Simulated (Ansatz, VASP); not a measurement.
Ga2O3: VASP beside Ansatz

```
CELL_PARAMETERS angstrom
3.05451 0.00000 0.00000
-1.52726 2.64529 0.00000
0.00000 0.00000 7.58038
ATOMIC_POSITIONS crystal
Ga 0.33333 0.66667 0.18865
Ga 0.66667 0.33333 0.81135
O 0.00000 0.00000 0.00000
O 0.33333 0.66667 0.71290
O 0.66667 0.33333 0.28710
```

Alike in both runs: task single point; functional PBE; k mesh 9 × 9 × 4; no spin polarisation.

```csv
,VASP,Ansatz
version,VASP 6.6.1,Ansatz 0.2.0
potentials or method,"VASP PAW PBE potentials, release 64 (Ga_d, O)","plane waves, PAW"
plane-wave cutoff (eV),520,420
occupations,"gaussian, width 0.01 eV",fixed
valence electrons in the cell,44,44
```

VASP gave:

* gap on the k mesh at the Fermi level (eV): 2.33
* pressure (GPa): -3.8
* traceless stress, the component that is largest in VASP (GPa): 1.16
* rms of the force components (eV/Å): 0.097

Q: Estimate Ansatz's values.

A: gap on the k mesh at the Fermi level (eV): 2.35; pressure (GPa): -4.4; traceless stress, the component that is largest in VASP (GPa): 1.52; rms of the force components (eV/Å): 0.107.

Atom by atom the forces differ by 0.013 eV/Å (rms over components).
